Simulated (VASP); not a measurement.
# SiC (I-4m2) in VASP: a series of runs

The runs below take SiC through single point, with PBE.

All numbers are computed with VASP 6.6.1; they aren't measurements. Logs are shortened: lines on timing, memory, paths and dates and some standing lists are left out, and cuts for length are marked.

### 1 The cell of the first run

It takes space group I-4m2 (No. 119, tetragonal). Conventional cell: a = 2.957 Å, b = 2.957 Å, c = 4.465 Å, α = 90.00°, β = 90.00°, γ = 90.00°. Within 2.5 Å of Si (site symmetry -4m2) lie 4 C at 1.85 Å. Within 2.5 Å of C (site symmetry -4m2) lie 4 Si at 1.85 Å.

### 2 Single point, PBE (epitaxial xy strain -4.0%)

Contents of INCAR:

```
PREC = Accurate ; ENCUT = 520
EDIFF = 1E-7 ; ISMEAR = 0
SIGMA = 0.01 ; LREAL = False
LASPH = True ; NELM = 80
ALGO = Normal ; ISIF = 2
LWAVE = False ; LCHARG = True
GGA = PE ; LELF = True
LVHAR = True ; NBANDS = 11
```

Contents of KPOINTS:

```
Automatic mesh
0
Gamma
  6 6 6
```

Contents of POSCAR:

```
SiC
1.0
    0.0000000000      2.0909302570      2.2323129173
    2.0909302570      0.0000000000      2.2323129173
    2.0909302570      2.0909302570      0.0000000000
Si C
1 1
Direct
    0.0000000000      0.0000000000      0.0000000000
    0.2500000000      0.2500000000      0.2500000000
```

Potentials or basis: VASP PAW PBE potentials, release 64 (Si, C).

The run is started by

```bash
$ cat potpaw_PBE.64/Si/POTCAR potpaw_PBE.64/C/POTCAR > POTCAR
$ mpirun -np 1 vasp_std > vasp.out
```

OUTCAR:

```text
PREC = Accurate
   ENCUT = 520
   EDIFF = 1E-7
   ISMEAR = 0
   LREAL = False
   LASPH = True
   NELM = 80
   ISIF = 2
   GGA = PE

 ion  position               nearest neighbor table
   1  0.000  0.000  0.000-   2 1.85   2 1.85   2 1.85   2 1.85
   2  0.250  0.250  0.250-   1 1.85   1 1.85   1 1.85   1 1.85

  LATTYP: Found a body centered tetragonal cell.
 ALAT       =     2.9570219274
 C/A-ratio  =     1.5098385958

  Lattice vectors:

 A1 = (  -2.0909302570,   0.0000000000,   2.2323129173)
 A2 = (   2.0909302570,   0.0000000000,   2.2323129173)
 A3 = (   0.0000000000,   2.0909302570,  -2.2323129173)

Analysis of symmetry for initial positions (statically):
=====================================================================
 Subroutine PRICEL returns:
 Original cell was already a primitive cell.

 Routine SETGRP: Setting up the symmetry group for a
 body centered tetragonal supercell.

 Subroutine GETGRP returns: Found  8 space group operations
 (whereof  8 operations were pure point group operations)
 out of a pool of 16 trial point group operations.

The static configuration has the point symmetry D_2d.

Analysis of symmetry for dynamics (positions and initial velocities):
=====================================================================
 Subroutine PRICEL returns:
 Original cell was already a primitive cell.

 Routine SETGRP: Setting up the symmetry group for a
 body centered tetragonal supercell.

 Subroutine GETGRP returns: Found  8 space group operations
 (whereof  8 operations were pure point group operations)
 out of a pool of 16 trial point group operations.

The dynamic configuration has the point symmetry D_2d.

 Subroutine INISYM returns: Found  8 space group operations
 (whereof  8 operations are pure point group operations),
 and found     1 'primitive' translations

----------------------------------------------------------------------------------------

                                     Primitive cell

  volume of cell :      19.5193

  direct lattice vectors                    reciprocal lattice vectors
     0.000000000  2.090930257  2.232312917    -0.239128014  0.239128014  0.223982935
     2.090930257  0.000000000  2.232312917     0.239128014 -0.239128014  0.223982935
     2.090930257  2.090930257  0.000000000     0.239128014  0.239128014 -0.223982935

  length of vectors
     3.058628827  3.058628827  2.957021927     0.405626392  0.405626392  0.405626392

[... 87 lines left out ...]
   ISYM   =      2    0-nonsym 1-usesym 2-fastsym
   POTIM  = 0.5000    time-step for ionic-motion
   TEBEG  =    0.0;   TEEND  =   0.0 temperature during run
   PSTRESS=    0.0 pullay stress
   NELECT =       8.0000    total number of electrons
   NUPDOWN=      -1.0000    fix difference up-down
   EMIN   =  10.00;   EMAX   =-10.00  energy-range for DOS
   EFERMI =   0.00;   METHOD = LEGACY
   ISMEAR =     0;   SIGMA  =   0.01  broadening in eV -4-tet -1-fermi 0-gaus
   EFERMI_NEDOS =   21; number of points for ismear=-14 and -15
   IALGO  =     38    algorithm
   IMIX   =      4    mixing-type and parameters
     AMIX     =   0.40;   BMIX     =  1.00
     AMIX_MAG =   1.60;   BMIX_MAG =  1.00
  volume/ion in A,a.u.               =       9.76        65.86
  Fermi-wavevector in a.u.,A,eV,Ry     =   1.216046  2.297994 20.119868  1.478769
  Thomas-Fermi vector in A             =   2.351413
   LORBIT       =      0    0 simple, 1 ext, 2 COOP (PROOUT), +10 PAW based schemes
   GGA     = PE    functional components
   LHFCALC =     F    Hartree Fock is set to
   AEXX    =    0.0000 exact exchange contribution
   IVDW    =     0    specifies the selected vdW correction
   LEPSILON=     F    determine dielectric tensor
   LRPA    =     F    only Hartree local field effects (RPA)
 non-spin polarized calculation
 Gauss-broadening in eV      SIGMA  =   0.01
  energy-cutoff  :      520.00
  volume of cell :       19.52
 maximum number of plane-waves:       548
   NGX = 11   NGY = 11   NGZ = 11

 number of electron       7.9999999 magnetization

 Free energy of the ion-electron system (eV)
  ---------------------------------------------------
  ext. energy  EPLUGINS =         0.00000000
  ---------------------------------------------------
  free energy    TOTEN  =       -14.92232582 eV

  energy without entropy =      -14.92232582  energy(sigma->0) =      -14.92232582

 E-fermi :   9.1316     XC(G=0): -11.6158

 val. band max:        8.9689809312   @ k =   0.0000   0.0000   0.0000
 cond. band min:       9.9061449560   @ k =   0.5000   0.0000   0.5000
 fundamental gap:      0.9371640248
 Fermi energy:         9.1316248025

 k-point     1 :       0.0000    0.0000    0.0000
  band No.  band energies     occupation
      1      -7.0834      2.00000
      2       8.4656      2.00000
      3       8.9690      2.00000
      4       8.9690      2.00000
      5      15.6734      0.00000
      6      16.4782      0.00000
      7      16.4782      0.00000
      8      16.6105      0.00000
      9      22.4467      0.00000
     10      24.6979      0.00000
     11      24.8761      0.00000
[... 309 lines left out ...]
 k-point    24 :       0.5000    0.0000    0.3333
  band No.  band energies     occupation
      1      -2.3722      2.00000
      2       1.9767      2.00000
      3       4.2441      2.00000
      4       5.6964      2.00000
      5      11.3505      0.00000
      6      14.8844      0.00000
      7      20.4401      0.00000
      8      22.4952      0.00000
      9      23.7805      0.00000
     10      27.5363      0.00000
     11      30.8226      0.00000

 [... further k-points ...]

------------------------ aborting loop because EDIFF is reached ----------------------------------------

  FORCE on cell =-STRESS in cart. coord.  units (eV):
  Direction    XX          YY          ZZ          XY          YZ          ZX
  --------------------------------------------------------------------------------------
  -------------------------------------------------------------------------------------
  Total        2.9316837      2.9316837      0.5568968      0.0000000     -0.0000000      0.0000000
  in kB      240.6376229    240.6376229     45.7110451      0.0000000     -0.0000000      0.0000000
  external PRESSURE =     175.6620970 kB  Pullay stress =       0.0000000 kB

 VOLUME and BASIS-vectors are now :
 -----------------------------------------------------------------------------
  energy-cutoff  :      520.00
  volume of cell :       19.52
      direct lattice vectors                 reciprocal lattice vectors
     0.000000000  2.090930257  2.232312917    -0.239128014  0.239128014  0.223982935
     2.090930257  0.000000000  2.232312917     0.239128014 -0.239128014  0.223982935
     2.090930257  2.090930257  0.000000000     0.239128014  0.239128014 -0.223982935

 POSITION                                       TOTAL-FORCE (eV/Angst)
 -----------------------------------------------------------------------------------
      0.00000      0.00000      0.00000        -0.000000     -0.000000     -0.000000
      1.04547      1.04547      1.11616         0.000000      0.000000      0.000000
 -----------------------------------------------------------------------------------
    total drift:                               -0.000000     -0.000000      0.000000

  FREE ENERGIE OF THE ION-ELECTRON SYSTEM (eV)
  ---------------------------------------------------
  free  energy   TOTEN  =       -14.9223258188 eV

  energy  without entropy=      -14.9223258188  energy(sigma->0) =      -14.92232582
```

OSZICAR:

```text
N       E                     dE             d eps       ncg     rms          rms(c)
DAV:   1     0.481354974248E+01    0.48135E+01   -0.40764E+03   692   0.618E+02
DAV:   2    -0.162989781490E+02   -0.21113E+02   -0.20000E+02   858   0.115E+02
DAV:   3    -0.169479275770E+02   -0.64895E+00   -0.64758E+00   819   0.163E+01
DAV:   4    -0.169504855639E+02   -0.25580E-02   -0.25579E-02   788   0.128E+00
DAV:   5    -0.169504968039E+02   -0.11240E-04   -0.11240E-04   832   0.779E-02    0.943E+00
DAV:   6    -0.149999015014E+02    0.19506E+01   -0.65681E+00   747   0.118E+01    0.423E+00
DAV:   7    -0.149303371871E+02    0.69564E-01   -0.46787E-01   798   0.387E+00    0.189E+00
DAV:   8    -0.149221206033E+02    0.82166E-02   -0.21447E-02   738   0.976E-01    0.167E-01
DAV:   9    -0.149222236664E+02   -0.10306E-03   -0.15052E-03   817   0.227E-01    0.114E-01
DAV:  10    -0.149223236001E+02   -0.99934E-04   -0.20380E-04   750   0.890E-02    0.255E-02
DAV:  11    -0.149223254102E+02   -0.18100E-05   -0.33188E-05   786   0.309E-02    0.636E-03
DAV:  12    -0.149223257738E+02   -0.36366E-06   -0.15396E-06   768   0.755E-03    0.109E-03
DAV:  13    -0.149223258188E+02   -0.45024E-07   -0.69881E-08   610   0.191E-03
   1 F= -.14922326E+02 E0= -.14922326E+02  d E =-.681911-119
```

stdout:

```text
POSCAR found type information on POSCAR SiC
 POSCAR found :  2 types and       2 ions
 scaLAPACK will be used
 LDA part: xc-table for (Slater+PW92), standard interpolation
 POSCAR, INCAR and KPOINTS ok, starting setup
 FFT: planning ... GRIDC
 FFT: planning ... GRID_SOFT
 FFT: planning ... GRID
 WAVECAR not read
 entering main loop
```

It took 9.8 s on 1 thread of Intel Xeon 8259CL, shared host; peak memory 0.13 GiB.

What came out:

| Property | Result |
| --- | --- |
| Free energy | -14.9223 eV |
| Pressure | 17.6 GPa |
| Band gap on the k mesh | 0.94 eV, indirect (least direct gap 4.53 eV) |

Stress tensor (GPa, compression positive):
```
24.06  0.00  0.00
 0.00 24.06  0.00
 0.00  0.00  4.57
```

Levels at points of the mesh, in eV from the valence-band top:
| k point | band 1 | band 2 | band 3 | band 4 | band 5 | band 6 | band 7 | band 8 | band 9 |
| --- | --- | --- | --- | --- | --- | --- | --- | --- | --- |
| (0.00, 0.00, 0.00) | -16.05 | -0.50 | 0.00 | 0.00 | 6.70 | 7.51 | 7.51 | 7.64 | 13.48 |
| (0.50, 0.00, 0.00) | -12.25 | -9.04 | -1.68 | -0.80 | 5.26 | 7.31 | 7.82 | 10.27 | 16.43 |
| (0.50, 0.50, 0.00) | -11.11 | -8.73 | -2.97 | -2.97 | 1.56 | 5.12 | 14.64 | 14.74 | 14.74 |
| (0.50, 0.00, 0.50) | -10.56 | -7.88 | -3.76 | -3.64 | 0.94 | 3.97 | 13.28 | 15.51 | 15.57 |

Caveat: the k points lie up to 0.42 Å⁻¹ apart; the cell differs from its parent crystal (epitaxial xy strain -4.0%).

### 3 Single point, PBE (epitaxial xy strain -3.0%)

Contents of INCAR:

```
SYSTEM = SiC
  PREC = Accurate
  ENCUT = 520
  EDIFF = 1E-6
  ISMEAR = 0
  SIGMA = 0.01
  LREAL = .False.
  LASPH = .True.
  NELM = 80
  ALGO = Normal
  ISIF = 2
  LWAVE = .False.
  LCHARG = .False.
  GGA = PE
  NBANDS = 11
```

Contents of KPOINTS:

```
regular mesh
0
Gamma
  6 6 6
  0 0 0
```

Contents of POSCAR:

```
SiC
1.0
    0.0000000000      2.1127107805      2.2192378392
    2.1127107805      0.0000000000      2.2192378392
    2.1127107805      2.1127107805      0.0000000000
Si C
1 1
Direct
    0.0000000000      0.0000000000      0.0000000000
    0.2500000000      0.2500000000      0.2500000000
```

Potentials or basis: VASP PAW PBE potentials, release 64 (Si, C).

The run is started by

```bash
$ cat potpaw_PBE.64/Si/POTCAR potpaw_PBE.64/C/POTCAR > POTCAR
$ mpirun -np 1 vasp_std > vasp.out
```

OUTCAR:

```text
SYSTEM = SiC
   PREC = Accurate
   ENCUT = 520
   EDIFF = 1E-6
   ISMEAR = 0
   LREAL = .False.
   LASPH = .True.
   NELM = 80
   ISIF = 2
   GGA = PE

 ion  position               nearest neighbor table
   1  0.000  0.000  0.000-   2 1.86   2 1.86   2 1.86   2 1.86
   2  0.250  0.250  0.250-   1 1.86   1 1.86   1 1.86   1 1.86

  LATTYP: Found a body centered tetragonal cell.
 ALAT       =     2.9878242392
 C/A-ratio  =     1.4855210090

  Lattice vectors:

 A1 = (  -2.1127107805,   0.0000000000,   2.2192378392)
 A2 = (   2.1127107805,   0.0000000000,   2.2192378392)
 A3 = (   0.0000000000,   2.1127107805,  -2.2192378392)

Analysis of symmetry for initial positions (statically):
=====================================================================
 Subroutine PRICEL returns:
 Original cell was already a primitive cell.

 Routine SETGRP: Setting up the symmetry group for a
 body centered tetragonal supercell.

 Subroutine GETGRP returns: Found  8 space group operations
 (whereof  8 operations were pure point group operations)
 out of a pool of 16 trial point group operations.

The static configuration has the point symmetry D_2d.

Analysis of symmetry for dynamics (positions and initial velocities):
[... 163 lines left out ...]
 fundamental gap:      1.0428757598
 Fermi energy:         8.8753892719

 k-point     1 :       0.0000    0.0000    0.0000
  band No.  band energies     occupation
      1      -7.1388      2.00000
      2       8.3758      2.00000
      3       8.7425      2.00000
      4       8.7425      2.00000
      5      15.3392      0.00000
      6      16.1958      0.00000
      7      16.1958      0.00000
      8      16.3044      0.00000
      9      22.5055      0.00000
     10      24.1567      0.00000
     11      24.9763      0.00000
[... 309 lines left out ...]
 k-point    24 :       0.5000    0.0000    0.3333
  band No.  band energies     occupation
      1      -2.5281      2.00000
      2       1.7942      2.00000
      3       4.1143      2.00000
      4       5.5976      2.00000
      5      11.2093      0.00000
      6      14.7356      0.00000
      7      20.4105      0.00000
      8      21.9220      0.00000
      9      23.4401      0.00000
     10      27.1541      0.00000
     11      30.6317      0.00000

 [... further k-points ...]
[... 5 lines left out ...]
  --------------------------------------------------------------------------------------
  -------------------------------------------------------------------------------------
  Total        2.2746679      2.2746679      0.5300657      0.0000000      0.0000000      0.0000000
  in kB      183.9562872    183.9562872     42.8673187      0.0000000      0.0000000      0.0000000
  external PRESSURE =     136.9266310 kB  Pullay stress =       0.0000000 kB

 VOLUME and BASIS-vectors are now :
 -----------------------------------------------------------------------------
  energy-cutoff  :      520.00
  volume of cell :       19.81
      direct lattice vectors                 reciprocal lattice vectors
     0.000000000  2.112710781  2.219237839    -0.236662777  0.236662777  0.225302575
     2.112710781  0.000000000  2.219237839     0.236662777 -0.236662777  0.225302575
     2.112710781  2.112710781  0.000000000     0.236662777  0.236662777 -0.225302575

 POSITION                                       TOTAL-FORCE (eV/Angst)
 -----------------------------------------------------------------------------------
      0.00000      0.00000      0.00000         0.000000      0.000000     -0.000000
      1.05636      1.05636      1.10962        -0.000000     -0.000000      0.000000
 -----------------------------------------------------------------------------------
    total drift:                               -0.000000     -0.000000      0.000000

  FREE ENERGIE OF THE ION-ELECTRON SYSTEM (eV)
  ---------------------------------------------------
  free  energy   TOTEN  =       -14.9731487863 eV

  energy  without entropy=      -14.9731487863  energy(sigma->0) =      -14.97314879
```

Wall time 9.8 s (1 thread of Intel Xeon 8259CL, shared host); peak memory 0.13 GiB.

What came out:

| Property | Result |
| --- | --- |
| Free energy | -14.9731 eV |
| Pressure | 13.7 GPa |
| Band gap on the k mesh | 1.04 eV, indirect (least direct gap 4.53 eV) |

Stress tensor (GPa, compression positive):
```
18.40  0.00  0.00
 0.00 18.40  0.00
 0.00  0.00  4.29
```

Levels at points of the mesh, in eV from the valence-band top:
| k point | band 1 | band 2 | band 3 | band 4 | band 5 | band 6 | band 7 | band 8 |
| --- | --- | --- | --- | --- | --- | --- | --- | --- |
| (0.00, 0.00, 0.00) | -15.88 | -0.37 | 0.00 | 0.00 | 6.60 | 7.45 | 7.45 | 7.56 |
| (0.50, 0.00, 0.00) | -12.14 | -8.91 | -1.51 | -0.87 | 5.40 | 7.20 | 7.67 | 10.20 |
| (0.50, 0.50, 0.00) | -10.92 | -8.49 | -3.02 | -3.02 | 1.51 | 4.92 | 14.56 | 14.56 |
| (0.50, 0.00, 0.50) | -10.51 | -7.85 | -3.61 | -3.53 | 1.04 | 4.06 | 13.49 | 15.14 |

Caveat: the k points lie up to 0.42 Å⁻¹ apart; the cell differs from its parent crystal (epitaxial xy strain -3.0%).

(Continued in part 2 of 2.)
